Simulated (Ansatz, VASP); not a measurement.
## One calculation of SrB3Rh, two programs

```xyz
5
Lattice="4.1489 0.0000 0.0000 0.0000 4.1489 0.0000 0.0000 0.0000 4.1489" Properties=species:S:1:pos:R:3 pbc="T T T"
Sr    0.0000    0.0000    0.0000
B     0.0000    2.0745    2.0745
B     2.0745    0.0000    2.0745
B     2.0745    2.0745    0.0000
Rh    2.0745    2.0745    2.0745
```

Alike in both runs: functional PBE; k mesh 10 × 10 × 10; occupations gaussian, width 0.1 eV; no spin polarisation.

Ansatz relaxed the structure, and its values are those at the end. VASP's run is a single point on that final structure, the one shown.

|  | VASP | Ansatz |
| --- | --- | --- |
| version | VASP 6.6.1 | Ansatz 0.2.0 |
| potentials or method | VASP PAW PBE potentials, release 64 (Sr_sv, B, Rh_pv), cutoff 520 eV | scalar-relativistic, plane waves, PAW |
| valence electrons in the cell | 34 | 36 |

VASP gave:

| Quantity | Value |
| --- | --- |
| gap on the k mesh at the Fermi level (eV) | none |
| pressure (GPa) | 0.2 |

Q: What did Ansatz give for the same quantities?

A: gap on the k mesh at the Fermi level (eV): none; pressure (GPa): 0.0.

A gap of «none» marks a metal or a gap that the smearing closes. With one functional, cell and mesh, what is left measures potentials, basis and numerics. VASP's potentials hold 34 valence electrons a cell and Ansatz's 36, so a difference there can come from the potentials and not from the codes.
